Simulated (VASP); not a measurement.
# BaTiO3 (R3m) in VASP: a series of runs, part 2 of 2

VASP 6.6.1.

## (4) Single point, r2SCAN

The input, POSCAR:

```
BaTiO3
1.0
    2.8402057435      1.6397935506      2.3313653756
   -2.8402057435      1.6397935506      2.3313653756
    0.0000000000     -3.2795871012      2.3313653755
Ba Ti O
1 1 3
Direct
   -0.0031997338     -0.0031997338     -0.0031997338
    0.4833974219      0.4833974219      0.4833974219
    0.5098204149      0.5098204149      0.0193614819
    0.0193614819      0.5098204149      0.5098204149
    0.5098204149      0.0193614819      0.5098204149
```

The input, INCAR.step1:

```
PREC = Accurate ; ENCUT = 520
ISMEAR = 0 ; SIGMA = 0.01
LREAL = F ; LASPH = T
NELM = 100 ; NBANDS = 28
GGA = PE ; ALGO = Normal
EDIFF = 1E-4 ; LWAVE = T
LCHARG = F
```

The input, INCAR.step2:

```
PREC = Accurate ; ENCUT = 520
EDIFF = 1E-7 ; ISMEAR = 0
SIGMA = 0.01 ; LREAL = F
LASPH = T ; NELM = 100
ALGO = Normal ; ISIF = 2
LWAVE = F ; LCHARG = F
METAGGA = R2SCAN ; LMIXTAU = T
NBANDS = 28 ; ISTART = 1
```

The input, KPOINTS:

```
regular mesh
0
Gamma
  6 6 6
```

The run is started by

```sh
$ cat potpaw_PBE.64/Ba_sv/POTCAR potpaw_PBE.64/Ti_sv/POTCAR potpaw_PBE.64/O/POTCAR > POTCAR
$ cp INCAR.step1 INCAR
$ mpirun -np 1 vasp_std > vasp.out
$ cp INCAR.step2 INCAR
$ mpirun -np 1 vasp_std > vasp.out
```

Wall time 4.2 min (1 thread of Intel Xeon Platinum 8375C at 2.90GHz (Ice Lake), shared host); peak memory 0.21 GiB.

It converged, with:

| Quantity | Value |
| --- | --- |
| Free energy | -74.2686 eV |
| Pressure | 1.9 GPa |
| Largest force | 0.166 eV/Å |
| Band gap on the k mesh | 2.84 eV, indirect (least direct gap 3.30 eV) |

Forces in eV/Å, atoms in the order of the input:
```
Ba   0.000  0.000  0.032
Ti   0.000  0.000  0.166
O    0.000  0.071 -0.066
O   -0.061 -0.035 -0.066
O    0.061 -0.035 -0.066
```

Stress tensor (GPa, compression positive):
```
1.94 0.00 0.00
0.00 1.94 0.00
0.00 0.00 1.82
```

Levels at points of the mesh, in eV from the valence-band top:
| k point | band 18 | band 19 | band 20 | band 21 | band 22 | band 23 |
| --- | --- | --- | --- | --- | --- | --- |
| (0.00, 0.00, 0.00) | -0.58 | -0.46 | -0.46 | 2.84 | 2.84 | 2.99 |
| (0.50, 0.00, 0.00) | -1.58 | -1.01 | -0.89 | 3.00 | 4.14 | 4.26 |
| (0.50, 0.50, 0.00) | -0.91 | -0.86 | -0.09 | 4.22 | 4.23 | 4.58 |
| (0.50, 0.50, 0.50) | -0.02 | -0.02 | 0.00 | 4.66 | 4.84 | 4.84 |

Caveat: the PAW data sets were made with another functional, which shifts forces and pressure a little; spin-orbit coupling is left out, which moves the levels of the heavy elements. r2SCAN opens gaps a little over a GGA but as a rule still falls short of measured ones.

## (5) Single point, r2SCAN

POSCAR is that of step 4.

The input, INCAR.step1:

```
SYSTEM = BaTiO3
ALGO = Normal
EDIFF = 1E-4
ENCUT = 520
GGA = PE
ISMEAR = 0
LASPH = .True.
LCHARG = .False.
LREAL = .False.
LWAVE = .True.
NBANDS = 28
NELM = 80
PREC = Accurate
SIGMA = 0.01
```

The input, INCAR.step2:

```
SYSTEM = BaTiO3
ALGO = Normal
EDIFF = 1E-6
ENCUT = 520
ISIF = 2
ISMEAR = 0
ISTART = 1
LASPH = .True.
LCHARG = .False.
LMIXTAU = .True.
LREAL = .False.
LWAVE = .False.
METAGGA = R2SCAN
NBANDS = 28
NELM = 80
PREC = Accurate
SIGMA = 0.01
```

The input, KPOINTS:

```
k-points
0
Gamma
  6 6 6
  0 0 0
```

Potentials or basis: VASP PAW PBE potentials, release 64 (Ba_sv, Ti_sv, O).

The run is started by

```sh
$ cat potpaw_PBE.64/Ba_sv/POTCAR potpaw_PBE.64/Ti_sv/POTCAR potpaw_PBE.64/O/POTCAR > POTCAR
$ cp INCAR.step1 INCAR
$ mpirun -np 1 vasp_std > vasp.out
$ cp INCAR.step2 INCAR
$ mpirun -np 1 vasp_std > vasp.out
```

OUTCAR:

```text
SYSTEM = BaTiO3
   EDIFF = 1E-6
   ENCUT = 520
   ISIF = 2
   ISMEAR = 0
   ISTART = 1
   LASPH = .True.
   LREAL = .False.
   METAGGA = R2SCAN
   NELM = 80
   PREC = Accurate

 ion  position               nearest neighbor table
   1  0.997  0.997  0.997-   4 2.78   5 2.78   3 2.78   3 2.84   3 2.84   5 2.84   4 2.84   4 2.84
                             5 2.84   4 2.93   5 2.93   3 2.93   2 3.40   2 3.45   2 3.45   2 3.45
   2  0.483  0.483  0.483-   3 1.87   4 1.87   5 1.87   3 2.16   4 2.16   5 2.16   1 3.40   1 3.45
                             1 3.45   1 3.45   1 3.51   1 3.51   1 3.51   1 3.59
   3  0.510  0.510  0.019-   2 1.87   2 2.16   1 2.78   1 2.84   1 2.84   1 2.93
   4  0.019  0.510  0.510-   2 1.87   2 2.16   1 2.78   1 2.84   1 2.84   1 2.93
   5  0.510  0.019  0.510-   2 1.87   2 2.16   1 2.78   1 2.84   1 2.84   1 2.93

  LATTYP: Found a trigonal (rhomboedric) cell.
 ALAT       =     4.0237987112
 COS(alpha) =     0.0035463463

  Lattice vectors:

 A1 = (   2.8402057435,   1.6397935506,   2.3313653756)
 A2 = (  -2.8402057435,   1.6397935506,   2.3313653756)
 A3 = (   0.0000000000,  -3.2795871012,   2.3313653755)

Analysis of symmetry for initial positions (statically):
=====================================================================
 Subroutine PRICEL returns:
 Original cell was already a primitive cell.

 Routine SETGRP: Setting up the symmetry group for a
 trigonal (rhombohedral) supercell.

 Subroutine GETGRP returns: Found  6 space group operations
 (whereof  6 operations were pure point group operations)
 out of a pool of 12 trial point group operations.

The static configuration has the point symmetry C_3v.

Analysis of symmetry for dynamics (positions and initial velocities):
=====================================================================
 Subroutine PRICEL returns:
 Original cell was already a primitive cell.

 Routine SETGRP: Setting up the symmetry group for a
 trigonal (rhombohedral) supercell.

 Subroutine GETGRP returns: Found  6 space group operations
[... 126 lines left out ...]
   IALGO  =     38    algorithm
   IMIX   =      4    mixing-type and parameters
     AMIX     =   0.40;   BMIX     =  1.00
     AMIX_MAG =   1.60;   BMIX_MAG =  1.00
  volume/ion in A,a.u.               =      13.03        87.93
  Fermi-wavevector in a.u.,A,eV,Ry     =   1.391430  2.629421 26.341926  1.936077
  Thomas-Fermi vector in A             =   2.515270
   LORBIT       =      0    0 simple, 1 ext, 2 COOP (PROOUT), +10 PAW based schemes
   METAGGA = R2SCAN    functional components
   LHFCALC =     F    Hartree Fock is set to
   AEXX    =    0.0000 exact exchange contribution
   IVDW    =     0    specifies the selected vdW correction
   LEPSILON=     F    determine dielectric tensor
   LRPA    =     F    only Hartree local field effects (RPA)
 non-spin polarized calculation
 Gauss-broadening in eV      SIGMA  =   0.01
  energy-cutoff  :      520.00
  volume of cell :       65.15
 maximum number of plane-waves:      1776
 NGX is ok and might be reduce to    30
   NGX = 15   NGY = 15   NGZ = 15

 number of electron      40.0000008 magnetization

 Free energy of the ion-electron system (eV)
  ---------------------------------------------------
  ext. energy  EPLUGINS =         0.00000000
  ---------------------------------------------------
  free energy    TOTEN  =       -74.26860201 eV

  energy without entropy =      -74.26860201  energy(sigma->0) =      -74.26860201

 E-fermi :   3.4368     XC(G=0): -11.8067

 val. band max:        3.3391805424   @ k =   0.5000   0.5000   0.5000
 cond. band min:       6.1826297340   @ k =   0.0000   0.0000   0.0000
 fundamental gap:      2.8434491916
 Fermi energy:         3.4367802966

 k-point     1 :       0.0000    0.0000    0.0000
  band No.  band energies     occupation
      1     -55.1757      2.00000
      2     -30.3776      2.00000
      3     -30.3776      2.00000
      4     -30.3752      2.00000
      5     -22.1535      2.00000
      6     -14.4133      2.00000
[... 733 lines left out ...]
     27      12.0726      0.00000
     28      12.5963      0.00000

 [... further k-points ...]
[... 5 lines left out ...]
  --------------------------------------------------------------------------------------
  -------------------------------------------------------------------------------------
  Total        0.7764598      0.7764598      0.7287483      0.0000000      0.0000000      0.0000000
  in kB       19.0954099     19.0954099     17.9220454      0.0000000      0.0000000      0.0000000
  external PRESSURE =      18.7042884 kB  Pullay stress =       0.0000000 kB

 VOLUME and BASIS-vectors are now :
 -----------------------------------------------------------------------------
  energy-cutoff  :      520.00
  volume of cell :       65.15
      direct lattice vectors                 reciprocal lattice vectors
     2.840205743  1.639793551  2.331365376     0.176043585  0.101638811  0.142977732
    -2.840205743  1.639793551  2.331365376    -0.176043585  0.101638811  0.142977732
     0.000000000 -3.279587101  2.331365375     0.000000000 -0.203277622  0.142977732

 POSITION                                       TOTAL-FORCE (eV/Angst)
 -----------------------------------------------------------------------------------
      0.00000      0.00000      6.97172        -0.000000     -0.000000      0.031183
      0.00000      0.00000      3.38093        -0.000000     -0.000000      0.167551
      0.00000      1.60850      2.42229        -0.000000      0.070692     -0.066244
     -1.39300     -0.80425      2.42229        -0.061221     -0.035346     -0.066244
      1.39300     -0.80425      2.42229         0.061221     -0.035346     -0.066244
 -----------------------------------------------------------------------------------
    total drift:                                0.000000      0.000001     -0.004246

  FREE ENERGIE OF THE ION-ELECTRON SYSTEM (eV)
  ---------------------------------------------------
  free  energy   TOTEN  =       -74.2686020081 eV

  energy  without entropy=      -74.2686020081  energy(sigma->0) =      -74.26860201
```

OUTCAR.step1:

```text
SYSTEM = BaTiO3
   EDIFF = 1E-4
   ENCUT = 520
   GGA = PE
   ISMEAR = 0
[... 980 lines left out ...]
      0.00000      0.00000      3.38093         0.000000      0.000000      0.122135
      0.00000      1.60850      2.42229         0.000000      0.114569     -0.047817
     -1.39300     -0.80425      2.42229        -0.099220     -0.057285     -0.047817
      1.39300     -0.80425      2.42229         0.099220     -0.057285     -0.047817
 -----------------------------------------------------------------------------------
    total drift:                                0.000000      0.000001      0.000650

  FREE ENERGIE OF THE ION-ELECTRON SYSTEM (eV)
  ---------------------------------------------------
  free  energy   TOTEN  =       -40.0234721680 eV

  energy  without entropy=      -40.0234721680  energy(sigma->0) =      -40.02347217
```

OSZICAR.step1:

```text
N       E                     dE             d eps       ncg     rms          rms(c)
DAV:   1     0.434349357928E+03    0.43435E+03   -0.20770E+04  1792   0.155E+03
DAV:   2    -0.485382608722E+01   -0.43920E+03   -0.41845E+03  2064   0.429E+02
DAV:   3    -0.484614369221E+02   -0.43608E+02   -0.43194E+02  2504   0.133E+02
DAV:   4    -0.505499479014E+02   -0.20885E+01   -0.20844E+01  2736   0.248E+01
DAV:   5    -0.506069360908E+02   -0.56988E-01   -0.56981E-01  2392   0.318E+00    0.237E+01
DAV:   6    -0.402186352762E+02    0.10388E+02   -0.55467E+01  2696   0.683E+01    0.101E+01
DAV:   7    -0.402048814695E+02    0.13754E-01   -0.11499E+01  2452   0.252E+01    0.726E+00
DAV:   8    -0.400197548650E+02    0.18513E+00   -0.59507E-01  2228   0.718E+00    0.380E+00
DAV:   9    -0.400501375521E+02   -0.30383E-01   -0.37744E-01  2644   0.550E+00    0.158E+00
DAV:  10    -0.400276661165E+02    0.22471E-01   -0.16782E-01  2140   0.425E+00    0.593E-01
DAV:  11    -0.400235140672E+02    0.41520E-02   -0.20489E-02  2168   0.889E-01    0.145E-01
DAV:  12    -0.400237273013E+02   -0.21323E-03   -0.26181E-03  2364   0.480E-01    0.143E-01
DAV:  13    -0.400234661075E+02    0.26119E-03   -0.95611E-04  2020   0.328E-01    0.186E-02
DAV:  14    -0.400234721680E+02   -0.60605E-05   -0.37065E-05  1240   0.454E-02
   1 F= -.40023472E+02 E0= -.40023472E+02  d E =-.495722E-23
```

Run time: 3.5 min. Hardware: 1 thread of Intel Xeon Platinum 8375C at 2.90GHz (Ice Lake), shared host; peak memory 0.21 GiB.

What came out:

```yaml
Free_energy: -74.2686 eV
Pressure: 1.9 GPa
Largest_force: 0.168 eV/Å
Band_gap_on_the_k_mesh: 2.84 eV, indirect (least direct gap 3.30 eV)
```

Forces on the atoms (eV/Å):
```
Ba   0.000  0.000  0.031
Ti   0.000  0.000  0.168
O    0.000  0.071 -0.066
O   -0.061 -0.035 -0.066
O    0.061 -0.035 -0.066
```

Caveat: the PAW data sets were made with another functional, which shifts forces and pressure a little; spin-orbit coupling is left out, which moves the levels of the heavy elements. r2SCAN opens gaps a little over a GGA but as a rule still falls short of measured ones.
